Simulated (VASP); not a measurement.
# Ti8C5 (R-3m) in VASP: a series of runs, part 3 of 3

VASP 6.6.1. Earlier steps stand in the parts before.

## (6) Single point, PBEsol

This run uses another cell than the first one, of 12.08 Å³/atom.

Contents of INCAR:

```
SYSTEM = Ti8C5
PREC = Accurate ; ENCUT = 520
EDIFF = 1E-6 ; ISMEAR = -1
SIGMA = 0.15 ; LREAL = .FALSE.
LASPH = .TRUE. ; NELM = 80
ALGO = Normal ; ISIF = 2
LWAVE = .FALSE. ; LCHARG = .FALSE.
GGA = PS ; NBANDS = 70
```

Contents of KPOINTS:

```
Automatic mesh
0
G
  6 6 6
  0 0 0
```

Contents of POSCAR:

```
Ti8C5
1.0
    3.0372947750      1.7535829559      4.9158225696
   -3.0372947750      1.7535829559      4.9158225696
    0.0000000000     -3.5071659119      4.9158225696
Ti C
8 5
Direct
    0.2498468921      0.7630199273      0.2498468921
    0.2498468921      0.2498468921      0.7630199273
    0.7630199273      0.2498468921      0.2498468921
    0.2369800727      0.7501531079      0.7501531079
    0.7501531079      0.2369800727      0.7501531079
    0.7501531079      0.7501531079      0.2369800727
    0.2448992226      0.2448992226      0.2448992226
    0.7551007774      0.7551007774      0.7551007774
    0.0000000000      0.0000000000      0.5000000000
    0.5000000000      0.0000000000      0.0000000000
    0.0000000000      0.5000000000      0.0000000000
    0.5000000000      0.5000000000      0.5000000000
    0.0000000000      0.0000000000      0.0000000000
```

Potentials or basis: VASP PAW PBE potentials, release 64 (Ti_sv, C).

Run with:

```console
> cat potpaw_PBE.64/Ti_sv/POTCAR potpaw_PBE.64/C/POTCAR > POTCAR
> mpirun -np 1 vasp_std > vasp.out
```

OUTCAR:

```text
SYSTEM = Ti8C5
   PREC = Accurate
   ENCUT = 520
   EDIFF = 1E-6
   ISMEAR = -1
   LREAL = .FALSE.
   LASPH = .TRUE.
   NELM = 80
   ISIF = 2
   GGA = PS

 ion  position               nearest neighbor table
   1  0.250  0.763  0.250-  10 2.09   9 2.09  13 2.14  12 2.14   7 2.88
   2  0.250  0.250  0.763-  10 2.09  11 2.09  13 2.14  12 2.14   7 2.88
   3  0.763  0.250  0.250-  11 2.09   9 2.09  13 2.14  12 2.14   7 2.88
   4  0.237  0.750  0.750-  11 2.09   9 2.09  13 2.14  12 2.14   8 2.88
   5  0.750  0.237  0.750-  10 2.09   9 2.09  13 2.14  12 2.14   8 2.88
   6  0.750  0.750  0.237-  10 2.09  11 2.09  13 2.14  12 2.14   8 2.88
   7  0.245  0.245  0.245-   9 2.10  10 2.10  11 2.10   3 2.88   1 2.88   2 2.88
   8  0.755  0.755  0.755-   9 2.10  10 2.10  11 2.10   5 2.88   4 2.88   6 2.88
   9  0.000  0.000  0.500-   1 2.09   3 2.09   4 2.09   5 2.09   7 2.10   8 2.10
  10  0.500  0.000  0.000-   1 2.09   5 2.09   2 2.09   6 2.09   7 2.10   8 2.10
  11  0.000  0.500  0.000-   3 2.09   4 2.09   2 2.09   6 2.09   7 2.10   8 2.10
  12  0.500  0.500  0.500-   2 2.14   6 2.14   3 2.14   4 2.14   5 2.14   1 2.14
  13  0.000  0.000  0.000-   2 2.14   6 2.14   3 2.14   4 2.14   5 2.14   1 2.14

  LATTYP: Found a trigonal (rhomboedric) cell.
 ALAT       =     6.0386690810
 COS(alpha) =     0.4940339000

  Lattice vectors:

 A1 = (   3.0372947750,   1.7535829559,   4.9158225696)
 A2 = (  -3.0372947750,   1.7535829559,   4.9158225696)
 A3 = (   0.0000000000,  -3.5071659119,   4.9158225696)

Analysis of symmetry for initial positions (statically):
=====================================================================
 Subroutine PRICEL returns:
 Original cell was already a primitive cell.

 Routine SETGRP: Setting up the symmetry group for a
 trigonal (rhombohedral) supercell.

 Subroutine GETGRP returns: Found 12 space group operations
 (whereof 12 operations were pure point group operations)
 out of a pool of 12 trial point group operations.
[... 162 lines left out ...]
   GGA     = PS    functional components
   LHFCALC =     F    Hartree Fock is set to
   AEXX    =    0.0000 exact exchange contribution
   IVDW    =     0    specifies the selected vdW correction
   LEPSILON=     F    determine dielectric tensor
   LRPA    =     F    only Hartree local field effects (RPA)
 non-spin polarized calculation
  energy-cutoff  :      520.00
  volume of cell :      157.09
 maximum number of plane-waves:      4267
 NGX is ok and might be reduce to    48
   NGX = 23   NGY = 23   NGZ = 23

 number of electron     116.0000010 magnetization

 Free energy of the ion-electron system (eV)
  ---------------------------------------------------
  ext. energy  EPLUGINS =         0.00000000
  ---------------------------------------------------
  free energy    TOTEN  =      -125.55590180 eV

  energy without entropy =     -125.07631696  energy(sigma->0) =     -125.31610938

 E-fermi :   8.5682     XC(G=0): -12.2480

 val. band max:        8.5248019408   @ k =   0.3333   0.3333   0.0000
 cond. band min:       8.5933795107   @ k =   0.5000   0.5000   0.1667
 fundamental gap:      0.0685775699
 Fermi energy:         8.5682057936

 k-point     1 :       0.0000    0.0000    0.0000
  band No.  band energies     occupation
      1     -47.8275      2.00000
      2     -47.8086      2.00000
      3     -47.6652      2.00000
      4     -47.6253      2.00000
      5     -47.6253      2.00000
      6     -47.6228      2.00000
[... 1741 lines left out ...]
     69      11.0442      0.00000
     70      11.2457      0.00000

 [... further k-points ...]
[... 5 lines left out ...]
  --------------------------------------------------------------------------------------
  -------------------------------------------------------------------------------------
  Total        0.1974825      0.1974825      0.1818204      0.0000000     -0.0000000      0.0000000
  in kB        2.0140879      2.0140879      1.8543530      0.0000000     -0.0000000      0.0000000
  external PRESSURE =       1.9608429 kB  Pullay stress =       0.0000000 kB

 VOLUME and BASIS-vectors are now :
 -----------------------------------------------------------------------------
  energy-cutoff  :      520.00
  volume of cell :      157.09
      direct lattice vectors                 reciprocal lattice vectors
     3.037294775  1.753582956  4.915822570     0.164620176  0.095043503  0.067808252
    -3.037294775  1.753582956  4.915822570    -0.164620176  0.095043503  0.067808252
     0.000000000 -3.507165912  4.915822570     0.000000000 -0.190087006  0.067808252

 POSITION                                       TOTAL-FORCE (eV/Angst)
 -----------------------------------------------------------------------------------
     -1.55866      0.89989      6.20728         0.009748     -0.005628     -0.016263
      0.00000     -1.79978      6.20728         0.000000      0.011256     -0.016263
      1.55866      0.89989      6.20728        -0.009748     -0.005628     -0.016263
     -1.55866     -0.89989      8.54019         0.009748      0.005628      0.016263
      1.55866     -0.89989      8.54019        -0.009748      0.005628      0.016263
      0.00000      1.79978      8.54019         0.000000     -0.011256      0.016263
      0.00000     -0.00000      3.61164         0.000000     -0.000000      0.025214
      0.00000     -0.00000     11.13582         0.000000      0.000000     -0.025214
      0.00000     -1.75358      2.45791        -0.000000     -0.000000      0.000000
      1.51865      0.87679      2.45791         0.000000     -0.000000      0.000000
     -1.51865      0.87679      2.45791         0.000000     -0.000000      0.000000
      0.00000     -0.00000      7.37373        -0.000000     -0.000000      0.000000
      0.00000      0.00000      0.00000         0.000000     -0.000000      0.000000
 -----------------------------------------------------------------------------------
    total drift:                                0.000000      0.000000     -0.000000

  FREE ENERGIE OF THE ION-ELECTRON SYSTEM (eV)
  ---------------------------------------------------
  free  energy   TOTEN  =      -125.5559018007 eV

  energy  without entropy=     -125.0763169597  energy(sigma->0) =     -125.31610938
```

OSZICAR:

```text
N       E                     dE             d eps       ncg     rms          rms(c)
DAV:   1     0.172170928977E+04    0.17217E+04   -0.56287E+04  4480   0.206E+03
DAV:   2     0.145928712616E+03   -0.15758E+04   -0.15384E+04  4480   0.646E+02
DAV:   3    -0.127269094537E+03   -0.27320E+03   -0.26632E+03  6554   0.223E+02
DAV:   4    -0.158810109872E+03   -0.31541E+02   -0.31340E+02  6504   0.732E+01
DAV:   5    -0.161134009243E+03   -0.23239E+01   -0.23212E+01  7072   0.170E+01    0.464E+01
DAV:   6    -0.125535044050E+03    0.35599E+02   -0.28224E+02  6080   0.809E+01    0.131E+01
DAV:   7    -0.125632839789E+03   -0.97796E-01   -0.31577E+01  6320   0.251E+01    0.892E+00
DAV:   8    -0.125591644832E+03    0.41195E-01   -0.34820E+00  6450   0.106E+01    0.633E+00
DAV:   9    -0.125541071796E+03    0.50573E-01   -0.15576E+00  6510   0.651E+00    0.255E+00
DAV:  10    -0.125547347680E+03   -0.62759E-02   -0.33937E-01  6480   0.454E+00    0.866E-01
DAV:  11    -0.125554375622E+03   -0.70279E-02   -0.70785E-02  6020   0.159E+00    0.366E-01
DAV:  12    -0.125555861744E+03   -0.14861E-02   -0.51094E-03  6808   0.420E-01    0.104E-01
DAV:  13    -0.125555923656E+03   -0.61912E-04   -0.15721E-03  7316   0.219E-01    0.293E-02
DAV:  14    -0.125555907879E+03    0.15777E-04   -0.22042E-04  6256   0.896E-02    0.156E-02
DAV:  15    -0.125555903374E+03    0.45057E-05   -0.17486E-05  6306   0.244E-02    0.901E-03
DAV:  16    -0.125555902053E+03    0.13203E-05   -0.53122E-06  4568   0.134E-02    0.325E-03
DAV:  17    -0.125555901801E+03    0.25275E-06   -0.16401E-06  3320   0.750E-03
   1 F= -.12555590E+03 E0= -.12531611E+03  d E =-.479585E+00
```

Wall time 6.8 min (1 thread of AMD EPYC 9R45 (Zen 5), shared host); peak memory 0.43 GiB.

What came out:

| Quantity | Value |
| --- | --- |
| Free energy | -125.5559 eV |
| Pressure | 0.2 GPa |
| Largest force | 0.025 eV/Å |
| Band gap on the k mesh | zero (bands 58 and 59 overlap by 0.06 eV) |

Forces on the atoms (eV/Å):
```
Ti   0.010 -0.006 -0.016
Ti   0.000  0.011 -0.016
Ti  -0.010 -0.006 -0.016
Ti   0.010  0.006  0.016
Ti  -0.010  0.006  0.016
Ti   0.000 -0.011  0.016
Ti   0.000  0.000  0.025
Ti   0.000  0.000 -0.025
C    0.000  0.000  0.000
C    0.000  0.000  0.000
C    0.000  0.000  0.000
C    0.000  0.000  0.000
C    0.000  0.000  0.000
```

Levels at points of the mesh, in eV from the Fermi level:
| k point | band 54 | band 55 | band 56 | band 57 | band 58 | band 59 | band 60 | band 61 | band 62 | band 63 |
| --- | --- | --- | --- | --- | --- | --- | --- | --- | --- | --- |
| (0.00, 0.00, 0.00) | -1.32 | -0.94 | -0.94 | -0.65 | -0.65 | 0.70 | 0.70 | 0.86 | 1.99 | 1.99 |
| (0.50, 0.00, 0.00) | -0.90 | -0.87 | -0.51 | -0.26 | -0.26 | 0.25 | 0.78 | 0.81 | 0.86 | 1.26 |
| (0.50, 0.50, 0.00) | -1.20 | -0.69 | -0.61 | -0.56 | -0.33 | 0.31 | 0.33 | 0.47 | 0.79 | 1.18 |
| (0.50, 0.50, 0.50) | -0.85 | -0.79 | -0.79 | -0.79 | -0.79 | 0.21 | 0.85 | 0.85 | 1.43 | 1.43 |

Caveat: the PAW data sets were made with another functional, which shifts forces and pressure a little.

## (7) The runs side by side

```csv
cell,smearing,gap on the mesh (eV),pressure (GPa),largest force (eV/Å)
"a = 6.098 Å, angles 60.4°, 13 atoms, atomic positions A",gaussian 0.1 eV,none,-4.8,0.03
"a = 6.164 Å, angles 60.2°, 13 atoms, atomic positions B",gaussian 0.1 eV,none,-9.0,0.02
"a = 6.250 Å, angles 60.0°, 13 atoms, atomic positions C",gaussian 0.1 eV,none,-13.7,0.02
"a = 6.033 Å, angles 60.5°, 13 atoms, atomic positions D",gaussian 0.1 eV,none,0.2,0.02
"a = 6.039 Å, angles 60.4°, 13 atoms, atomic positions E",fermi-dirac 0.15 eV,none,0.2,0.03
```

Alike in all rows: task single point; level PBEsol; potentials or basis VASP PAW PBE potentials, release 64 (Ti_sv, C); no spin polarisation; k mesh 6 × 6 × 6; cutoff (eV) 520.

Caveats: the PAW data sets were made with another functional, which shifts forces and pressure a little; the cell stands under tension (at least some runs).

Total energies depend on the potentials used, so only differences within one code and one set of settings carry meaning.

The gap in the log of VASP goes by the Fermi energy; the results here count the filled bands.